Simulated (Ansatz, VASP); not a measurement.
**One calculation of V, two programs**

Contents of INCAR:

```
  ALGO = Normal
  EDIFF = 1E-7
  ENCUT = 520
  GGA = PS
  ISIF = 2
  ISMEAR = 0
  ISPIN = 2
  LASPH = T
  LCHARG = T
  LELF = T
  LMAXMIX = 4
  LORBIT = 11
  LREAL = F
  LVHAR = T
  LWAVE = F
  MAGMOM = 2 2 2 2
  NBANDS = 38
  NELM = 150
  PREC = Accurate
  SIGMA = 0.1
```

The input KPOINTS:

```
k-points
0
Gamma
  6 6 4
```

Contents of POSCAR:

```
V
1.0
    2.0497405059     -3.4739300374      0.0000000000
    2.0497405059      3.4739300374      0.0000000000
    0.0000000000      0.0000000000      4.1049340204
V
4
Direct
    0.1525000000      0.8475000000      0.0785000000
    0.6525000000      0.3475000000      0.4215000000
    0.8475000000      0.1525000000      0.9215000000
    0.3475000000      0.6525000000      0.5785000000
```

Input for Ansatz:

```yaml
crystal:
  lattice:
    - [2.0497405059, -3.4739300374, 0.0]
    - [2.0497405059, 3.4739300374, 0.0]
    - [0.0, 0.0, 4.1049340204]
  atoms:
    - { symbol: V, position: [0.1525, 0.8475, 0.0785], spin: 2.0 }
    - { symbol: V, position: [0.6525, 0.3475, 0.4215], spin: 2.0 }
    - { symbol: V, position: [0.8475, 0.1525, 0.9215], spin: 2.0 }
    - { symbol: V, position: [0.3475, 0.6525, 0.5785], spin: 2.0 }
basis:
  ecutwfc: 420
kpoints:
  mp_grid: { grid: [6, 6, 4] }
hamiltonian:
  xc: pbesol
scf:
  occupations: { method: gaussian, width: 0.1 }
  lower_state_search: "off"
output:
  forces: true
  stress: true
  eigenvalues: true
  populations: true
magnetization:
  spin_polarized: true
```

Alike in both runs: task single point; functional PBEsol; k mesh 6 × 6 × 4; occupations gaussian, width 0.1 eV; collinear spin.

|  | VASP | Ansatz |
| --- | --- | --- |
| version | VASP 6.6.1 | Ansatz 0.2.0 |
| potentials or method | VASP PAW PBE potentials, release 64 (V_sv), cutoff 520 eV | scalar-relativistic, plane waves, PAW |
| valence electrons in the cell | 52 | 52 |

```csv
,VASP,Ansatz,Ansatz less VASP
gap on the k mesh at the Fermi level (eV),none,none,-
pressure (GPa),6.3,5.9,-0.41
"traceless stress, the component that is largest in VASP (GPa)",-10.94,-10.79,+0.149
rms of the force components (eV/Å),0.304,0.282,-0.0229
net moment per atom (μB),0.00,0.00,0.000
```

VASP's potentials were made for PBE, not for PBEsol. Atom by atom the forces differ by 0.032 eV/Å (rms over components). A gap of «none» marks a metal or a gap that the smearing closes. Ansatz's warnings: seeded moment not kept.

The k mesh is coarse, so the values compare programs but aren't converged.
